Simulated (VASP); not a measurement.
# GaAs (P6_3/mmc) in VASP: further runs

Runs on GaAs. Level: PBE. Tasks: single point, relaxation of cell and atoms.

Program: VASP 6.6.1. These are calculated values, not measurements. Logs are shortened: lines on timing, memory, paths and dates and some standing lists are left out, and cuts for length are marked.

**1. The cell of the first run**

It takes space group P6_3/mmc (No. 194, hexagonal). Conventional cell: a = 3.761 Å, b = 3.761 Å, c = 6.467 Å, α = 90.00°, β = 90.00°, γ = 120.00°. Within 3.6 Å of Ga (site symmetry -3m) lie 6 As at 2.71 Å and 2 Ga at 3.23 Å. Within 3.6 Å of As (site symmetry -6m2) lie 6 Ga at 2.71 Å.

**2. Single point, PBE**

Contents of INCAR:

```
  PREC = Accurate
  ENCUT = 520
  EDIFF = 1E-6
  ISMEAR = -1
  SIGMA = 0.02
  LREAL = F
  LASPH = T
  NELM = 100
  ALGO = Normal
  ISIF = 2
  LWAVE = F
  LCHARG = T
  GGA = PE
  LELF = T
  LVHAR = T
  NBANDS = 26
```

Contents of KPOINTS:

```
Automatic mesh
0
Gamma
  12 12 4
```

Contents of POSCAR:

```
GaAs
1.0
    3.7607298382      0.0000000000      0.0000000000
   -1.8803649191      3.2568875767      0.0000000000
    0.0000000000      0.0000000000      6.4671192662
Ga As
2 2
Direct
    0.0000000000      0.0000000000      0.0000000000
    0.0000000000      0.0000000000      0.5000000000
    0.3333333333      0.6666666667      0.2500000000
    0.6666666667      0.3333333333      0.7500000000
```

Potentials or basis: VASP PAW PBE potentials, release 64 (Ga_d, As).

Command:

```
> cat potpaw_PBE.64/Ga_d/POTCAR potpaw_PBE.64/As/POTCAR > POTCAR
> mpirun -np 1 vasp_std > vasp.out
```

OUTCAR:

```text
PREC = Accurate
   ENCUT = 520
   EDIFF = 1E-6
   ISMEAR = -1
   LREAL = F
   LASPH = T
   NELM = 100
   ISIF = 2
   GGA = PE

 ion  position               nearest neighbor table
   1  0.000  0.000  0.000-   3 2.71   4 2.71   4 2.71   3 2.71   4 2.71   3 2.71
   2  0.000  0.000  0.500-   3 2.71   4 2.71   4 2.71   3 2.71   4 2.71   3 2.71
   3  0.333  0.667  0.250-   1 2.71   2 2.71   1 2.71   2 2.71   1 2.71   2 2.71
   4  0.667  0.333  0.750-   1 2.71   2 2.71   1 2.71   2 2.71   1 2.71   2 2.71

  LATTYP: Found a hexagonal cell.
 ALAT       =     3.7607298382
 C/A-ratio  =     1.7196447350

  Lattice vectors:

 A1 = (   3.7607298382,   0.0000000000,   0.0000000000)
 A2 = (  -1.8803649191,   3.2568875767,   0.0000000000)
 A3 = (   0.0000000000,   0.0000000000,   6.4671192662)

Analysis of symmetry for initial positions (statically):
=====================================================================
 Subroutine PRICEL returns:
 Original cell was already a primitive cell.

 Routine SETGRP: Setting up the symmetry group for a
 hexagonal supercell.

 Subroutine GETGRP returns: Found 24 space group operations
 (whereof 12 operations were pure point group operations)
 out of a pool of 24 trial point group operations.

The static configuration has the point symmetry D_3d.
 The point group associated with its full space group is D_6h.

Analysis of symmetry for dynamics (positions and initial velocities):
=====================================================================
 Subroutine PRICEL returns:
 Original cell was already a primitive cell.

 Routine SETGRP: Setting up the symmetry group for a
 hexagonal supercell.

 Subroutine GETGRP returns: Found 24 space group operations
 (whereof 12 operations were pure point group operations)
 out of a pool of 24 trial point group operations.

The dynamic configuration has the point symmetry D_3d.
 The point group associated with its full space group is D_6h.

 Subroutine INISYM returns: Found 24 space group operations
 (whereof 12 operations are pure point group operations),
 and found     1 'primitive' translations

----------------------------------------------------------------------------------------

                                     Primitive cell

  volume of cell :      79.2111

  direct lattice vectors                    reciprocal lattice vectors
[... 83 lines left out ...]
   ISTART =      0    job   : 0-new  1-cont  2-samecut
   ICHARG =      2    charge: 1-file 2-atom 10-const
   ISPIN  =      1    spin polarized calculation?
   LNONCOLLINEAR =      F non collinear calculations
   LSORBIT =      F    spin-orbit coupling
   LASPH  =      T    aspherical Exc in radial PAW
   ENCUT  =  520.0 eV  38.22 Ry    6.18 a.u.   6.99  6.99 12.02*2*pi/ulx,y,z
   NELM   =    100;   NELMIN=  2; NELMDL= -5     # of ELM steps
   EDIFF  = 0.1E-05   stopping-criterion for ELM
   LREAL  =      F    real-space projection
   EDIFFG = 0.1E-04   stopping-criterion for IOM
   NSW    =      0    number of steps for IOM
   IBRION =     -1    ionic relax: 0-MD 1-quasi-New 2-CG
   NFREE  =      0    steps in history (QN), initial steepest desc. (CG)
   ISIF   =      2    stress and relaxation
   ISYM   =      2    0-nonsym 1-usesym 2-fastsym
   POTIM  = 0.5000    time-step for ionic-motion
   TEBEG  =    0.0;   TEEND  =   0.0 temperature during run
   PSTRESS=    0.0 pullay stress
   NELECT =      36.0000    total number of electrons
   NUPDOWN=      -1.0000    fix difference up-down
   EMIN   =  10.00;   EMAX   =-10.00  energy-range for DOS
   EFERMI =   0.00;   METHOD = LEGACY
   ISMEAR =    -1;   SIGMA  =   0.02  broadening in eV -4-tet -1-fermi 0-gaus
   EFERMI_NEDOS =   21; number of points for ismear=-14 and -15
   IALGO  =     38    algorithm
   IMIX   =      4    mixing-type and parameters
     AMIX     =   0.40;   BMIX     =  1.00
     AMIX_MAG =   1.60;   BMIX_MAG =  1.00
  volume/ion in A,a.u.               =      19.80       133.64
  Fermi-wavevector in a.u.,A,eV,Ry     =   1.258675  2.378552 21.555217  1.584264
  Thomas-Fermi vector in A             =   2.392273
   LORBIT       =      0    0 simple, 1 ext, 2 COOP (PROOUT), +10 PAW based schemes
   GGA     = PE    functional components
   LHFCALC =     F    Hartree Fock is set to
   AEXX    =    0.0000 exact exchange contribution
   IVDW    =     0    specifies the selected vdW correction
   LEPSILON=     F    determine dielectric tensor
   LRPA    =     F    only Hartree local field effects (RPA)
 non-spin polarized calculation
  energy-cutoff  :      520.00
  volume of cell :       79.21
 maximum number of plane-waves:      2152
 NGX is ok and might be reduce to    28
   NGX = 13   NGY = 13   NGZ = 25

 number of electron      36.0000001 magnetization

 Free energy of the ion-electron system (eV)
  ---------------------------------------------------
  ext. energy  EPLUGINS =         0.00000000
  ---------------------------------------------------
  free energy    TOTEN  =       -15.13990829 eV

  energy without entropy =      -15.13682502  energy(sigma->0) =      -15.13836665

 E-fermi :   5.0402     XC(G=0): -10.5356

 val. band max:        5.0214765599   @ k =   0.4167  -0.0000   0.5000
 cond. band min:       5.0611782168   @ k =   0.4167   0.0833   0.5000
 fundamental gap:      0.0397016568
 Fermi energy:         5.0401875414

 k-point     1 :       0.0000    0.0000    0.0000
  band No.  band energies     occupation
      1      -9.6916      2.00000
      2      -9.6707      2.00000
      3      -9.6707      2.00000
      4      -9.6255      2.00000
      5      -9.6255      2.00000
      6      -9.6146      2.00000
[... 685 lines left out ...]
     25      12.8565      0.00000
     26      13.5809      0.00000

 [... further k-points ...]
[... 5 lines left out ...]
  --------------------------------------------------------------------------------------
  -------------------------------------------------------------------------------------
  Total        0.0878358      0.0878358      0.1035185      0.0000000      0.0000000      0.0000000
  in kB        1.7766279      1.7766279      2.0938372      0.0000000      0.0000000      0.0000000
  external PRESSURE =       1.8823644 kB  Pullay stress =       0.0000000 kB

 VOLUME and BASIS-vectors are now :
 -----------------------------------------------------------------------------
  energy-cutoff  :      520.00
  volume of cell :       79.21
      direct lattice vectors                 reciprocal lattice vectors
     3.760729838  0.000000000  0.000000000     0.265905833  0.153520804  0.000000000
    -1.880364919  3.256887577  0.000000000     0.000000000  0.307041608  0.000000000
     0.000000000  0.000000000  6.467119266     0.000000000  0.000000000  0.154628353

 POSITION                                       TOTAL-FORCE (eV/Angst)
 -----------------------------------------------------------------------------------
      0.00000      0.00000      0.00000        -0.000000      0.000000      0.000000
      0.00000      0.00000      3.23356        -0.000000      0.000000      0.000000
     -0.00000      2.17126      1.61678         0.000000     -0.000000      0.000000
      1.88036      1.08563      4.85034        -0.000000      0.000000     -0.000000
 -----------------------------------------------------------------------------------
    total drift:                               -0.000000      0.000000      0.000000

  FREE ENERGIE OF THE ION-ELECTRON SYSTEM (eV)
  ---------------------------------------------------
  free  energy   TOTEN  =       -15.1399082880 eV

  energy  without entropy=      -15.1368250151  energy(sigma->0) =      -15.13836665
```

It took 69 s on 1 thread of Intel Xeon Platinum 8375C at 2.90GHz (Ice Lake), shared host; peak memory 0.24 GiB.

What came out:

```
Free energy            : -15.1399 eV
Pressure               : 0.2 GPa
Band gap on the k mesh : zero (band 18 reaches 5.86 eV, above the bottom of band 19 at 2.29 eV)
```

Levels at points of the mesh, in eV from the Fermi level:
| k point | band 16 | band 17 | band 18 | band 19 | band 20 | band 21 |
| --- | --- | --- | --- | --- | --- | --- |
| (0.00, 0.00, 0.00) | 0.12 | 0.12 | 0.59 | 0.59 | 2.79 | 5.18 |
| (0.50, 0.00, 0.00) | -3.87 | -2.16 | 0.34 | 1.28 | 1.68 | 2.68 |
| (0.00, 0.00, 0.50) | 0.40 | 0.40 | 0.40 | 2.22 | 2.22 | 4.72 |
| (0.50, 0.00, 0.50) | -1.78 | -1.29 | -1.29 | -0.43 | -0.43 | 3.67 |

**3. Relaxation of cell and atoms, PBE**

This run uses another cell than the first one, of 16.27 Å³/atom, 0.822 times its volume.

Contents of INCAR:

```
SYSTEM = GaAs
ALGO = Normal ; EDIFF = 1E-6
EDIFFG = -0.005 ; ENCUT = 600
GGA = PE ; IBRION = 2
ISIF = 3 ; ISMEAR = -1
LASPH = .True. ; LCHARG = .False.
LREAL = .False. ; LWAVE = .False.
NELM = 100 ; NSW = 80
PREC = Accurate ; SIGMA = 0.02
```

Contents of KPOINTS:

```
k-points
0
Gamma
  12 12 4
  0 0 0
```

Contents of POSCAR:

```
GaAs
1.0
    3.5857272900      0.0000000000      0.0000000000
   -1.7928636450      3.1053309242      0.0000000000
    0.0000000000      0.0000000000      5.8447354827
Ga As
2 2
Direct
    0.0000000000      0.0000000000      0.0000000000
    0.0000000000      0.0000000000      0.5000000000
    0.3333333333      0.6666666667      0.2500000000
    0.6666666667      0.3333333333      0.7500000000
```

Potentials or basis: VASP PAW PBE potentials, release 64 (Ga_d, As).

Command:

```
> cat potpaw_PBE.64/Ga_d/POTCAR potpaw_PBE.64/As/POTCAR > POTCAR
> mpirun -np 1 vasp_std > vasp.out
```

OUTCAR:

```text
SYSTEM = GaAs
   EDIFF = 1E-6
   EDIFFG = -0.005
   ENCUT = 600
   GGA = PE
   IBRION = 2
   ISIF = 3
   ISMEAR = -1
   LASPH = .True.
   LREAL = .False.
   NELM = 100
   NSW = 80
   PREC = Accurate

 ion  position               nearest neighbor table
   1  0.000  0.000  0.000-   3 2.53   4 2.53   4 2.53   3 2.53   4 2.53   3 2.53
   2  0.000  0.000  0.500-   3 2.53   4 2.53   4 2.53   3 2.53   4 2.53   3 2.53
   3  0.333  0.667  0.250-   1 2.53   2 2.53   1 2.53   2 2.53   1 2.53   2 2.53
   4  0.667  0.333  0.750-   1 2.53   2 2.53   1 2.53   2 2.53   1 2.53   2 2.53

  LATTYP: Found a hexagonal cell.
 ALAT       =     3.5857272900
 C/A-ratio  =     1.6300000000

  Lattice vectors:

 A1 = (   3.5857272900,   0.0000000000,   0.0000000000)
 A2 = (  -1.7928636450,   3.1053309242,   0.0000000000)
 A3 = (   0.0000000000,   0.0000000000,   5.8447354827)

Analysis of symmetry for initial positions (statically):
=====================================================================
 Subroutine PRICEL returns:
 Original cell was already a primitive cell.

 Routine SETGRP: Setting up the symmetry group for a
 hexagonal supercell.

 Subroutine GETGRP returns: Found 24 space group operations
 (whereof 12 operations were pure point group operations)
 out of a pool of 24 trial point group operations.

The static configuration has the point symmetry D_3d.
 The point group associated with its full space group is D_6h.

Analysis of symmetry for dynamics (positions and initial velocities):
=====================================================================
 Subroutine PRICEL returns:
 Original cell was already a primitive cell.

 Routine SETGRP: Setting up the symmetry group for a
 hexagonal supercell.

 Subroutine GETGRP returns: Found 24 space group operations
 (whereof 12 operations were pure point group operations)
 out of a pool of 24 trial point group operations.

The dynamic configuration has the point symmetry D_3d.
 The point group associated with its full space group is D_6h.

 Subroutine INISYM returns: Found 24 space group operations
 (whereof 12 operations are pure point group operations),
[... 140 lines left out ...]

 number of electron      35.9999998 magnetization

 Free energy of the ion-electron system (eV)
  ---------------------------------------------------
  ext. energy  EPLUGINS =         0.00000000
  ---------------------------------------------------
  free energy    TOTEN  =       -14.28944982 eV

  energy without entropy =      -14.28764651  energy(sigma->0) =      -14.28854817

------------------------ aborting loop because EDIFF is reached ----------------------------------------

  FORCE on cell =-STRESS in cart. coord.  units (eV):
  Direction    XX          YY          ZZ          XY          YZ          ZX
  --------------------------------------------------------------------------------------
  -------------------------------------------------------------------------------------
  Total        8.5364695      8.5364695     10.0026695      0.0000000      0.0000000      0.0000000
  in kB      210.1545842    210.1545842    246.2501446      0.0000000      0.0000000      0.0000000
  external PRESSURE =     222.1864377 kB  Pullay stress =       0.0000000 kB
[... 25 lines left out ...]
--------------------------------------- Ionic step        2  -------------------------------------------

 number of electron      36.0000021 magnetization

 E-fermi :   3.9958     XC(G=0): -10.0093

 val. band max:        3.9879141155   @ k =   0.1667   0.0833   0.0000
 cond. band min:       4.0094770454   @ k =   0.4167   0.0000   0.5000
 fundamental gap:      0.0215629299
 Fermi energy:         3.9957619416

 k-point     1 :       0.0000    0.0000    0.0000
  band No.  band energies     occupation
      1     -10.6662      2.00000
      2     -10.6434      2.00000
      3     -10.6434      2.00000
      4     -10.6043      2.00000
      5     -10.6043      2.00000
      6     -10.5994      2.00000
[... 660 lines left out ...]
  FREE ENERGIE OF THE ION-ELECTRON SYSTEM (eV)
  ---------------------------------------------------
  free  energy   TOTEN  =       -15.1307507794 eV

  energy  without entropy=      -15.1275592467  energy(sigma->0) =      -15.12915501

[... ionic steps 4 to 9 ...]

--------------------------------------- Ionic step       10  -------------------------------------------

 number of electron      36.0000031 magnetization

------------------------ aborting loop because EDIFF is reached ----------------------------------------
[... 71 lines left out ...]
--------------------------------------- Ionic step       12  -------------------------------------------

 number of electron      36.0000021 magnetization

 Free energy of the ion-electron system (eV)
  ---------------------------------------------------
  ext. energy  EPLUGINS =         0.00000000
  ---------------------------------------------------
  free energy    TOTEN  =       -15.13830838 eV

  energy without entropy =      -15.13513750  energy(sigma->0) =      -15.13672294

 E-fermi :   5.0015     XC(G=0): -10.5186

 val. band max:        4.9804979945   @ k =   0.4167   0.0000   0.5000
 cond. band min:       5.0205646762   @ k =   0.4167   0.0833   0.5000
 fundamental gap:      0.0400666817
 Fermi energy:         5.0015455066

 k-point     1 :       0.0000    0.0000    0.0000
  band No.  band energies     occupation
      1      -9.7242      2.00000
      2      -9.7035      2.00000
      3      -9.7035      2.00000
      4      -9.6589      2.00000
      5      -9.6589      2.00000
      6      -9.6480      2.00000
[... 622 lines left out ...]
  FREE ENERGIE OF THE ION-ELECTRON SYSTEM (eV)
  ---------------------------------------------------
  free  energy   TOTEN  =       -15.1383083776 eV

  energy  without entropy=      -15.1351375049  energy(sigma->0) =      -15.13672294

 reached required accuracy - stopping structural energy minimisation
```

Wall time 8.6 min (1 thread of Intel Xeon Platinum 8375C at 2.90GHz (Ice Lake), shared host); peak memory 0.25 GiB.

Results:

| Property | Result |
| --- | --- |
| Free energy | -15.1383 eV |
| Relaxed volume | 19.88 Å³/atom |
| Relaxed cell | a = 3.765 Å, b = 3.765 Å, c = 6.476 Å, α = 90.00°, β = 90.00°, γ = 120.00° |
| Space group after relaxing (to 0.05 Å) | P6_3/mmc (No. 194) |
| Energy gained by relaxing | 212.2 meV/atom |
| Ionic steps | 12 |
| Pressure after relaxing | 0.0 GPa |
| Band gap on the k mesh | zero (band 18 reaches 5.82 eV, above the bottom of band 19 at 2.26 eV) |

The path:
```csv
step,energy change (eV),largest force (eV/Å),pressure (GPa),volume (Å³)
1,0.0000,0.0000,22.22,65.08
2,-0.6617,0.0000,-5.72,88.72
3,-0.8413,0.0000,0.12,79.55
4,-0.8413,0.0000,-0.10,79.86
5,-0.8417,0.0000,-0.21,79.84
6,-0.8425,0.0000,-0.12,79.78
7,-0.8427,0.0000,-0.21,79.76
8,-0.8436,0.0000,-0.13,79.71
9,-0.8472,0.0000,-0.10,79.61
10,-0.8475,0.0000,0.14,79.38
11,-0.8488,0.0000,0.01,79.48
12,-0.8489,0.0000,0.03,79.50
```

Final structure:
```
Ga As
1.0
     3.76506    0.00000    0.00000
    -1.88253    3.26064    0.00000
     0.00000    0.00000    6.47609
Ga As
2 2
Cartesian
  0.0000 0.0000 0.0000
  0.0000 0.0000 3.2380
  0.0000 2.1738 1.6190
  1.8825 1.0869 4.8571
```

Caveat: the volume moved by over 15 % at a fixed basis, so the end points are rough.

**4. Single point, PBE**

This run uses another cell than the first one, of 19.10 Å³/atom, 0.964 times its volume.

Contents of INCAR:

```
ALGO = Normal
EDIFF = 1E-6
ENCUT = 520
GGA = PE
ISIF = 2
ISMEAR = -1
LASPH = True
LCHARG = False
LREAL = False
LWAVE = False
NBANDS = 26
NELM = 100
PREC = Accurate
SIGMA = 0.02
```

Contents of KPOINTS:

```
k-points
0
Gamma
  12 12 4
```

Contents of POSCAR:

```
GaAs
1.0
    3.7321680278      0.0000000000      0.0000000000
   -1.8660840139      3.2321523232      0.0000000000
    0.0000000000      0.0000000000      6.3327909580
Ga As
2 2
Direct
    0.0000000000      0.0000000000      0.0000000000
    0.0000000000      0.0000000000      0.5000000000
    0.3333333333      0.6666666667      0.2500000000
    0.6666666667      0.3333333333      0.7500000000
```

Command:

```
> cat potpaw_PBE.64/Ga_d/POTCAR potpaw_PBE.64/As/POTCAR > POTCAR
> mpirun -np 1 vasp_std > vasp.out
```

Wall time 72 s (1 thread of Intel Xeon Platinum 8375C at 2.90GHz (Ice Lake), shared host); peak memory 0.22 GiB.

It converged, with:

| Property | Result |
| --- | --- |
| Free energy | -15.1101 eV |
| Pressure | 3.0 GPa |
| Band gap on the k mesh | zero (band 18 reaches 6.22 eV, above the bottom of band 19 at 2.53 eV) |

Stress tensor (GPa, compression positive):
```
2.59 0.00 0.00
0.00 2.59 0.00
0.00 0.00 3.76
```

Levels at points of the mesh, in eV from the Fermi level:
```csv
k point,band 14,band 15,band 16,band 17,band 18,band 19,band 20,band 21,band 22,band 23
"(0.00, 0.00, 0.00)",-0.26,-0.14,-0.01,-0.01,0.49,0.49,2.72,5.16,5.16,5.28
"(0.50, 0.00, 0.00)",-4.99,-4.54,-4.07,-2.38,0.30,1.35,1.61,2.69,3.10,5.44
"(0.00, 0.00, 0.50)",-4.82,0.29,0.29,0.29,0.29,2.26,2.26,4.64,4.64,4.64
"(0.50, 0.00, 0.50)",-7.02,-1.85,-1.85,-1.46,-1.46,-0.36,-0.36,3.59,3.59,6.36
```

**5. Summary**

| task | cell | cutoff (eV) | gap on the mesh (eV) | pressure (GPa) |
| --- | --- | --- | --- | --- |
| single point | a = 3.761, b = 3.761, c = 6.467 Å, angles 90.0, 90.0, 120.0°, 4 atoms | 520 | none | 0.2 |
| relaxation of cell and atoms | relaxed from a = 3.586, b = 3.586, c = 5.845 Å, angles 90.0, 90.0, 120.0°, 4 atoms | 600 | none | 0.0 |
| single point | a = 3.732, b = 3.732, c = 6.333 Å, angles 90.0, 90.0, 120.0°, 4 atoms | 520 | none | 3.0 |

Alike in all rows: level PBE; potentials or basis VASP PAW PBE potentials, release 64 (Ga_d, As); no spin polarisation; k mesh 12 × 12 × 4; smearing fermi-dirac 0.02 eV.

Caveats: the volume moved by over 15 % at a fixed basis, so the end points are rough (some runs).

Total energies depend on the potentials used, so only differences within one code and one set of settings carry meaning.
